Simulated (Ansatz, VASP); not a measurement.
# Ru in VASP and in Ansatz

Contents of INCAR:

```
SYSTEM = Ru
PREC = Accurate
ENCUT = 520
EDIFF = 1E-6
ISMEAR = 0
SIGMA = 0.15
LREAL = .FALSE.
LASPH = .TRUE.
NELM = 100
ALGO = Fast
ISIF = 2
LWAVE = .FALSE.
LCHARG = .TRUE.
GGA = PS
LELF = .TRUE.
LVHAR = .TRUE.
NBANDS = 21
```

KPOINTS

```
regular mesh
0
G
  21 21 12
  0 0 0
```

Contents of POSCAR:

```
Ru
1.0
    2.8060149923      0.0000000000      0.0000000000
   -1.4030074961      2.4300802667      0.0000000000
    0.0000000000      0.0000000000      4.0945370767
Ru
2
Direct
    0.3333333333      0.6666666667      0.2500000000
    0.6666666667      0.3333333333      0.7500000000
```

Input for Ansatz:

```yaml
crystal:
  lattice:
    - [2.8060149923, 0.0, 0.0]
    - [-1.4030074961, 2.4300802667, 0.0]
    - [0.0, 0.0, 4.0945370767]
  atoms:
    - { symbol: Ru, position: [0.3333333333, 0.6666666667, 0.25] }
    - { symbol: Ru, position: [0.6666666667, 0.3333333333, 0.75] }
basis:
  ecutwfc: 420
kpoints:
  mp_grid: { grid: [21, 21, 12] }
hamiltonian:
  xc: pbesol
  pseudopotentials: { kind: paw, azcp: { folder: soft_1 } }
scf:
  occupations: { method: gaussian, width: 0.15 }
output:
  forces: true
  stress: true
  eigenvalues: true
```

Alike in both runs: task single point; functional PBEsol; k mesh 21 × 21 × 12; occupations gaussian, width 0.15 eV; no spin polarisation.

|  | VASP | Ansatz |
| --- | --- | --- |
| version | VASP 6.6.1 | Ansatz 0.2.0 |
| potentials or method | VASP PAW PBE potentials, release 64 (Ru_pv), cutoff 520 eV | scalar-relativistic, plane waves, PAW |
| valence electrons in the cell | 28 | 32 |

VASP gave:

| Item | Value |
| --- | --- |
| gap on the k mesh at the Fermi level (eV) | none |
| pressure (GPa) | -11.6 |
| traceless stress, the component that is largest in VASP (GPa) | 19.86 |

**Question.** What did Ansatz give for the same quantities?

**Answer.** gap on the k mesh at the Fermi level (eV): none; pressure (GPa): -11.4; traceless stress, the component that is largest in VASP (GPa): 19.89.

VASP's potentials were made for PBE, not for PBEsol, and Ansatz warns of the same on its side. A gap of «none» marks a metal or a gap that the smearing closes. The functional is the same, so the differences come from potentials, cutoffs and numerics. VASP's potentials hold 28 valence electrons a cell and Ansatz's 32, so a difference there can come from the potentials and not from the codes.
